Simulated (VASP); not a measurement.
A run of VASP 6.6.1 is set up as follows.

Contents of INCAR:

```
ALGO = Normal ; DIPOL = 0.5 0.5 0.318
EDIFF = 1E-6 ; ENCUT = 520
GGA = PE ; GGA_COMPAT = F
IDIPOL = 3 ; ISIF = 2
ISMEAR = 0 ; LASPH = T
LCHARG = F ; LDIPOL = T
LREAL = F ; LWAVE = F
NBANDS = 81 ; NELM = 120
NELMDL = -8 ; PREC = Accurate
SIGMA = 0.1
```

KPOINTS

```
k-points
0
Gamma
  5 5 1
```

Contents of POSCAR:

```
Cu12S
1.0
    5.1319544654      0.0000000000      0.0000000000
    0.0000000000      5.1319544654      0.0000000000
    0.0000000000      0.0000000000     19.0279314150
Cu S
12 1
Direct
    0.2500000000      0.2500000000      0.2102172807
    0.2500000000      0.7500000000      0.2102172807
    0.7500000000      0.2500000000      0.2102172807
    0.7500000000      0.7500000000      0.2102172807
    0.0000000000      0.0000000000      0.3029241254
    0.0000000000      0.5000000000      0.3029241254
    0.5000000000      0.0000000000      0.3029241254
    0.5000000000      0.5000000000      0.3029241254
    0.2500000000      0.2500000000      0.3956253179
    0.2500000000      0.7500000000      0.3956253179
    0.7500000000      0.2500000000      0.3956253179
    0.7500000000      0.7500000000      0.3956253179
    0.2500000000      0.4166666667      0.4931478012
```

Potentials or basis: VASP PAW PBE potentials, release 64 (Cu, S).

Launch:

```sh
$ cat potpaw_PBE.64/Cu/POTCAR potpaw_PBE.64/S/POTCAR > POTCAR
$ mpirun -np 1 vasp_std > vasp.out
```

Q: What does it give for the largest force?

A: 1.178 eV/Å.

Q: Predict the band gap on the k mesh.

A: Zero (bands 69 and 70 overlap by 0.59 eV).

Forces in eV/Å, atoms in the order of the input:
```
Cu   0.000  0.022 -0.003
Cu   0.000 -0.023 -0.028
Cu   0.000 -0.008 -0.032
Cu   0.000  0.009 -0.051
Cu   0.046 -0.006 -0.073
Cu  -0.085  0.007 -0.256
Cu  -0.046 -0.006 -0.073
Cu   0.085  0.007 -0.256
Cu   0.000 -0.851 -0.586
Cu   0.000 -0.348  0.955
Cu   0.000  0.035  0.342
Cu   0.000 -0.014  0.057
S    0.000  1.178  0.005
```

With open d or f shells a metallic result of PBE can be an artefact of self-interaction; +U or a hybrid may open a gap.
